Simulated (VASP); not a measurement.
# Cu (Fm-3m) in VASP: notebook

The runs below take Cu through single point, relaxation of cell and atoms, with PBE.

Program: VASP 6.6.1. These are calculated values, not measurements. Logs are shortened: lines on timing, memory, paths and dates and some standing lists are left out, and cuts for length are marked.

### Step 1. The cell of the first run

The structure is cubic, space group Fm-3m (No. 225). The conventional cell has a = 3.627 Å, b = 3.627 Å, c = 3.627 Å, α = 90.00°, β = 90.00°, γ = 90.00°. Within 3.4 Å of Cu (site symmetry m-3m) lie 12 Cu at 2.56 Å.

### Step 2. Single point, PBE

Contents of INCAR:

```
SYSTEM = Cu
PREC = Accurate
ENCUT = 600
EDIFF = 1E-6
ISMEAR = 0
SIGMA = 0.1
LREAL = .FALSE.
LASPH = .TRUE.
NELM = 120
ALGO = Normal
ISIF = 2
LWAVE = .FALSE.
LCHARG = .FALSE.
GGA = PE
NBANDS = 12
GGA_COMPAT = .FALSE.
```

Contents of KPOINTS:

```
Automatic mesh
0
G
  10 10 10
  0 0 0
```

Contents of POSCAR:

```
Cu
1.0
    0.0000000000      1.8133626058      1.8133626058
    1.8133626058      0.0000000000      1.8133626058
    1.8133626058      1.8133626058      0.0000000000
Cu
1
Direct
    0.0000000000      0.0000000000      0.0000000000
```

Potentials or basis: VASP PAW PBE potentials, release 64 (Cu).

Launch:

```bash
$ cat potpaw_PBE.64/Cu/POTCAR > POTCAR
$ mpirun -np 1 vasp_std > vasp.out
```

OUTCAR:

```text
SYSTEM = Cu
   PREC = Accurate
   ENCUT = 600
   EDIFF = 1E-6
   ISMEAR = 0
   LREAL = .FALSE.
   LASPH = .TRUE.
   NELM = 120
   ISIF = 2
   GGA = PE

 ion  position               nearest neighbor table
   1  0.000  0.000  0.000-

  LATTYP: Found a face centered cubic cell.
 ALAT       =     3.6267252116

  Lattice vectors:

 A1 = (   0.0000000000,   1.8133626058,   1.8133626058)
 A2 = (   1.8133626058,   0.0000000000,   1.8133626058)
 A3 = (   1.8133626058,   1.8133626058,   0.0000000000)

Analysis of symmetry for initial positions (statically):
=====================================================================
 Subroutine PRICEL returns:
 Original cell was already a primitive cell.

 Routine SETGRP: Setting up the symmetry group for a
 face centered cubic supercell.

 Subroutine GETGRP returns: Found 48 space group operations
 (whereof 48 operations were pure point group operations)
 out of a pool of 48 trial point group operations.

The static configuration has the point symmetry O_h .

Analysis of symmetry for dynamics (positions and initial velocities):
=====================================================================
 Subroutine PRICEL returns:
 Original cell was already a primitive cell.

 Routine SETGRP: Setting up the symmetry group for a
 face centered cubic supercell.

 Subroutine GETGRP returns: Found 48 space group operations
 (whereof 48 operations were pure point group operations)
 out of a pool of 48 trial point group operations.

The dynamic configuration has the point symmetry O_h .

 Subroutine INISYM returns: Found 48 space group operations
 (whereof 48 operations are pure point group operations),
 and found     1 'primitive' translations

----------------------------------------------------------------------------------------

                                     Primitive cell

  volume of cell :      11.9257

  direct lattice vectors                    reciprocal lattice vectors
     0.000000000  1.813362606  1.813362606    -0.275730843  0.275730843  0.275730843
     1.813362606  0.000000000  1.813362606     0.275730843 -0.275730843  0.275730843
     1.813362606  1.813362606  0.000000000     0.275730843  0.275730843 -0.275730843

  length of vectors
     2.564481991  2.564481991  2.564481991     0.477579829  0.477579829  0.477579829

  position of ions in fractional coordinates (direct lattice)
     0.000000000  0.000000000  0.000000000

  ion indices of the primitive-cell ions
   primitive index   ion index
                 1           1

----------------------------------------------------------------------------------------

[... 81 lines left out ...]
   NUPDOWN=      -1.0000    fix difference up-down
   EMIN   =  10.00;   EMAX   =-10.00  energy-range for DOS
   EFERMI =   0.00;   METHOD = LEGACY
   ISMEAR =     0;   SIGMA  =   0.10  broadening in eV -4-tet -1-fermi 0-gaus
   EFERMI_NEDOS =   21; number of points for ismear=-14 and -15
   IALGO  =     38    algorithm
   IMIX   =      4    mixing-type and parameters
     AMIX     =   0.40;   BMIX     =  1.00
     AMIX_MAG =   1.60;   BMIX_MAG =  1.00
  volume/ion in A,a.u.               =      11.93        80.48
  Fermi-wavevector in a.u.,A,eV,Ry     =   1.593594  3.011456 34.552573  2.539542
  Thomas-Fermi vector in A             =   2.691800
   LORBIT       =      0    0 simple, 1 ext, 2 COOP (PROOUT), +10 PAW based schemes
   GGA     = PE    functional components
   LHFCALC =     F    Hartree Fock is set to
   AEXX    =    0.0000 exact exchange contribution
   IVDW    =     0    specifies the selected vdW correction
   LEPSILON=     F    determine dielectric tensor
   LRPA    =     F    only Hartree local field effects (RPA)
 non-spin polarized calculation
 Gauss-broadening in eV      SIGMA  =   0.10
  energy-cutoff  :      600.00
  volume of cell :       11.93
 maximum number of plane-waves:       411
   NGX = 11   NGY = 11   NGZ = 11

 number of electron      10.9999998 magnetization

 Free energy of the ion-electron system (eV)
  ---------------------------------------------------
  ext. energy  EPLUGINS =         0.00000000
  ---------------------------------------------------
  free energy    TOTEN  =        -3.71461366 eV

  energy without entropy =       -3.71185498  energy(sigma->0) =       -3.71323432

 E-fermi :   7.3563     XC(G=0): -12.6703

 val. band max:        7.3560433360   @ k =   0.5000   0.1000   0.0000
 cond. band min:       7.5612474640   @ k =   0.5000   0.3000   0.1000
 fundamental gap:      0.2052041280
 Fermi energy:         7.3562626139

 k-point     1 :       0.0000    0.0000    0.0000
  band No.  band energies     occupation
      1      -1.8122      2.00000
      2       4.4653      2.00000
      3       4.4653      2.00000
      4       4.4653      2.00000
      5       5.2751      2.00000
      6       5.2751      2.00000
      7      29.9816      0.00000
      8      32.5506      0.00000
      9      32.5506      0.00000
     10      32.5506      0.00000
     11      35.0344      0.00000
     12      35.0344      0.00000
[... 331 lines left out ...]
 k-point    24 :       0.4000    0.3000    0.0000
  band No.  band energies     occupation
      1       2.5239      2.00000
      2       3.4157      2.00000
      3       4.9874      2.00000
      4       5.4113      2.00000
      5       5.8031      2.00000
      6       6.4167      2.00000
      7      19.5220      0.00000
      8      20.3301      0.00000
      9      22.3133      0.00000
     10      26.3771      0.00000
     11      30.0123      0.00000
     12      44.8686      0.00000

 [... further k-points ...]

------------------------ aborting loop because EDIFF is reached ----------------------------------------

  FORCE on cell =-STRESS in cart. coord.  units (eV):
  Direction    XX          YY          ZZ          XY          YZ          ZX
  --------------------------------------------------------------------------------------
  -------------------------------------------------------------------------------------
  Total        0.0898510      0.0898510      0.0898510     -0.0000000     -0.0000000      0.0000000
  in kB       12.0711709     12.0711709     12.0711709     -0.0000000     -0.0000000      0.0000000
  external PRESSURE =      12.0711709 kB  Pullay stress =       0.0000000 kB

 VOLUME and BASIS-vectors are now :
 -----------------------------------------------------------------------------
  energy-cutoff  :      600.00
  volume of cell :       11.93
      direct lattice vectors                 reciprocal lattice vectors
     0.000000000  1.813362606  1.813362606    -0.275730843  0.275730843  0.275730843
     1.813362606  0.000000000  1.813362606     0.275730843 -0.275730843  0.275730843
     1.813362606  1.813362606  0.000000000     0.275730843  0.275730843 -0.275730843

 POSITION                                       TOTAL-FORCE (eV/Angst)
 -----------------------------------------------------------------------------------
      0.00000      0.00000      0.00000        -0.000000      0.000000      0.000000
 -----------------------------------------------------------------------------------
    total drift:                                0.000000      0.000000      0.000000

  FREE ENERGIE OF THE ION-ELECTRON SYSTEM (eV)
  ---------------------------------------------------
  free  energy   TOTEN  =        -3.7146136628 eV

  energy  without entropy=       -3.7118549804  energy(sigma->0) =       -3.71323432
```

Run time: 6.6 s. Hardware: 1 thread of Intel Xeon Platinum 8488C (Sapphire Rapids), shared host; peak memory 0.12 GiB.

Results:

| Property | Result |
| --- | --- |
| Free energy | -3.7146 eV |
| Pressure | 1.2 GPa |

Levels at points of the mesh, in eV from the Fermi level:
| k point | band 4 | band 5 | band 6 | band 7 | band 8 | band 9 |
| --- | --- | --- | --- | --- | --- | --- |
| (0.00, 0.00, 0.00) | -2.89 | -2.08 | -2.08 | 22.63 | 25.19 | 25.19 |
| (0.50, 0.00, 0.00) | -1.52 | -1.52 | -0.86 | 3.82 | 21.12 | 22.03 |
| (0.50, 0.50, 0.00) | -1.38 | -1.38 | 1.61 | 7.15 | 13.12 | 13.12 |

### Step 3. Single point, PBE

Contents of INCAR:

```
  ALGO = Normal
  EDIFF = 1E-6
  ENCUT = 600
  GGA = PE
  GGA_COMPAT = F
  ISIF = 2
  ISMEAR = 0
  LASPH = T
  LCHARG = T
  LELF = T
  LREAL = F
  LVHAR = T
  LWAVE = F
  NBANDS = 12
  NELM = 120
  PREC = Accurate
  SIGMA = 0.1
```

Contents of KPOINTS:

```
k-points
0
Gamma
  20 20 20
```

Contents of POSCAR:

```
Cu
1.0
    0.0000000000      1.8143713205      1.8143713205
    1.8143713205      0.0000000000      1.8143713205
    1.8143713205      1.8143713205      0.0000000000
Cu
1
Direct
    0.0000000000      0.0000000000      0.0000000000
```

Potentials or basis: VASP PAW PBE potentials, release 64 (Cu).

Launch:

```bash
$ cat potpaw_PBE.64/Cu/POTCAR > POTCAR
$ mpirun -np 1 vasp_std > vasp.out
```

It took 24 s on 1 thread of Intel Xeon Platinum 8488C (Sapphire Rapids), shared host; peak memory 0.16 GiB.

The run converged. Its results:

- Free energy: -3.7294 eV
- Pressure: 0.8 GPa

Levels at points of the mesh, in eV from the Fermi level:
```
           k point  band 4  band 5  band 6  band 7  band 8  band 9
(0.00, 0.00, 0.00)   -2.96   -2.16   -2.16   22.53   25.09   25.09
(0.50, 0.00, 0.00)   -1.60   -1.60   -0.94    3.73   21.03   21.92
(0.50, 0.50, 0.00)   -1.46   -1.46    1.53    7.06   13.02   13.02
```

### Step 4. Relaxation of cell and atoms, PBE

Contents of INCAR:

```
SYSTEM = Cu
PREC     = Accurate       ! precision mode
ENCUT    = 600            ! plane-wave cutoff, eV
EDIFF    = 1E-7           ! SCF threshold, eV
ISMEAR   = 0              ! smearing method
SIGMA    = 0.1            ! smearing width, eV
LREAL    = .False.        ! projectors in reciprocal space
LASPH    = .True.         ! aspherical terms in the spheres
NELM     = 120            ! most SCF steps
ALGO     = Normal         ! electronic algorithm
ISIF     = 3              ! what is computed and relaxed
LWAVE    = .False.        ! write WAVECAR
LCHARG   = .False.        ! write CHGCAR
GGA      = PE             ! functional
IBRION   = 2              ! ionic algorithm
NSW      = 100            ! ionic steps
EDIFFG   = -0.002         ! ionic threshold
GGA_COMPAT= .False.      
NELMIN   = 4
```

Contents of KPOINTS:

```
Automatic mesh
0
Gamma
  20 20 20
  0 0 0
```

Contents of POSCAR:

```
Cu
1.0
    0.0000000000      1.8133626058      1.8133626058
    1.8133626058      0.0000000000      1.8133626058
    1.8133626058      1.8133626058      0.0000000000
Cu
1
Direct
    0.0000000000      0.0000000000      0.0000000000
```

Potentials or basis: VASP PAW PBE potentials, release 64 (Cu).

Launch:

```bash
$ cat potpaw_PBE.64/Cu/POTCAR > POTCAR
$ mpirun -np 1 vasp_std > vasp.out
```

OUTCAR:

```text
SYSTEM = Cu
   PREC = Accurate
   ENCUT = 600
   EDIFF = 1E-7
   ISMEAR = 0
   LREAL = .False.
   LASPH = .True.
   NELM = 120
   ISIF = 3
   GGA = PE
   IBRION = 2
   NSW = 100
   EDIFFG = -0.002
   NELMIN = 4

 ion  position               nearest neighbor table
   1  0.000  0.000  0.000-

  LATTYP: Found a face centered cubic cell.
 ALAT       =     3.6267252116

  Lattice vectors:

 A1 = (   0.0000000000,   1.8133626058,   1.8133626058)
 A2 = (   1.8133626058,   0.0000000000,   1.8133626058)
 A3 = (   1.8133626058,   1.8133626058,   0.0000000000)

Analysis of symmetry for initial positions (statically):
=====================================================================
 Subroutine PRICEL returns:
 Original cell was already a primitive cell.

[... 253 lines left out ...]
 Fermi energy:         7.3576355225

 k-point     1 :       0.0000    0.0000    0.0000
  band No.  band energies     occupation
      1      -1.8430      2.00000
      2       4.4085      2.00000
      3       4.4085      2.00000
      4       4.4085      2.00000
      5       5.2098      2.00000
      6       5.2098      2.00000
      7      29.8464      0.00000
      8      32.3641      0.00000
      9      32.3641      0.00000
[... 265 lines left out ...]
 k-point    24 :      -0.3500    0.0500    0.0000
  band No.  band energies     occupation
      1       1.9376      2.00000
      2       4.4345      2.00000
      3       4.4732      2.00000
      4       4.6101      2.00000
      5       5.5179      2.00000
      6       5.7952      2.00000
      7      14.5691      0.00000
      8      26.9888      0.00000
      9      29.3887      0.00000

 [... further k-points ...]

------------------------ aborting loop because EDIFF is reached ----------------------------------------

  FORCE on cell =-STRESS in cart. coord.  units (eV):
  Direction    XX          YY          ZZ          XY          YZ          ZX
  --------------------------------------------------------------------------------------
  -------------------------------------------------------------------------------------
  Total        0.0017747      0.0017747      0.0017747      0.0000000      0.0000000      0.0000000
  in kB        0.2368337      0.2368337      0.2368337      0.0000000      0.0000000      0.0000000
  external PRESSURE =       0.2368337 kB  Pullay stress =       0.0000000 kB
[... 16 lines left out ...]
  FREE ENERGIE OF THE ION-ELECTRON SYSTEM (eV)
  ---------------------------------------------------
  free  energy   TOTEN  =        -3.7295101069 eV

  energy  without entropy=       -3.7281701808  energy(sigma->0) =       -3.72884014

 reached required accuracy - stopping structural energy minimisation
```

OSZICAR:

```text
N       E                     dE             d eps       ncg     rms          rms(c)
DAV:   1     0.393029715049E+02    0.39303E+02   -0.63165E+03  4720   0.229E+03
[... 22 lines left out ...]
DAV:   1    -0.373259422447E+01   -0.31473E-02   -0.58993E-02  4845   0.632E+00    0.462E-01
DAV:   2    -0.373067161371E+01    0.19226E-02   -0.49909E-02  4836   0.512E+00    0.199E-01
DAV:   3    -0.372959077031E+01    0.10808E-02   -0.83779E-03  4783   0.215E+00    0.644E-02
DAV:   4    -0.372951077386E+01    0.79996E-04   -0.10056E-04  6225   0.125E-01    0.173E-03
DAV:   5    -0.372951060575E+01    0.16812E-06   -0.53782E-07  4811   0.112E-02    0.219E-03
DAV:   6    -0.372951008188E+01    0.52387E-06   -0.20838E-07  2698   0.926E-03    0.138E-04
DAV:   7    -0.372951010694E+01   -0.25056E-07   -0.49400E-09  2378   0.123E-03
   3 F= -.37295101E+01 E0= -.37288401E+01  d E =-.233434E-03
```

Wall time 36 s (1 thread of Intel Xeon Platinum 8488C (Sapphire Rapids), shared host); peak memory 0.15 GiB.

Results:

* Free energy: -3.7295 eV
* Relaxed volume: 12.01 Å³/atom
* Relaxed cell: a = 2.570 Å, b = 2.570 Å, c = 2.570 Å, α = 60.00°, β = 60.00°, γ = 60.00°
* Space group after relaxing (to 0.05 Å): Fm-3m (No. 225)
* Energy gained by relaxing: 0.2 meV/atom
* Ionic steps: 3
* Pressure after relaxing: 0.0 GPa

The path:
```
step  energy change (eV)  largest force (eV/Å)  pressure (GPa)  volume (Å³)
   1              0.0000                0.0000            0.95        11.93
   2             -0.0002                0.0000           -0.46        12.05
   3             -0.0002                0.0000            0.02        12.01
```

Final structure:
```xyz
1
Lattice="0.0000 1.8174 1.8174 1.8174 0.0000 1.8174 1.8174 1.8174 0.0000" Properties=species:S:1:pos:R:3 pbc="T T T"
Cu    0.0000    0.0000    0.0000
```

Levels at points of the mesh, in eV from the Fermi level:
```csv
k point,band 3,band 4,band 5,band 6,band 7,band 8,band 9
"(0.00, 0.00, 0.00)",-2.95,-2.95,-2.15,-2.15,22.49,25.01,25.01
"(0.50, 0.00, 0.00)",-2.98,-1.59,-1.59,-0.93,3.70,20.99,21.84
"(0.50, 0.50, 0.00)",-1.61,-1.45,-1.45,1.54,7.03,12.98,12.98
```

### Step 5. Summary

```tsv
task	cell	k mesh	gap on the mesh (eV)	pressure (GPa)
single point	a = 2.564 Å, angles 60.0°, 1 atom	10 × 10 × 10	none	1.2
single point	a = 2.566 Å, angles 60.0°, 1 atom	20 × 20 × 20	none	0.8
relaxation of cell and atoms	relaxed from a = 2.564 Å, angles 60.0°, 1 atom	20 × 20 × 20	none	0.0
```

Alike in all rows: level PBE; potentials or basis VASP PAW PBE potentials, release 64 (Cu); no spin polarisation; cutoff (eV) 600; smearing gaussian 0.1 eV.

Absolute energies hang on the potentials; compare differences alone.
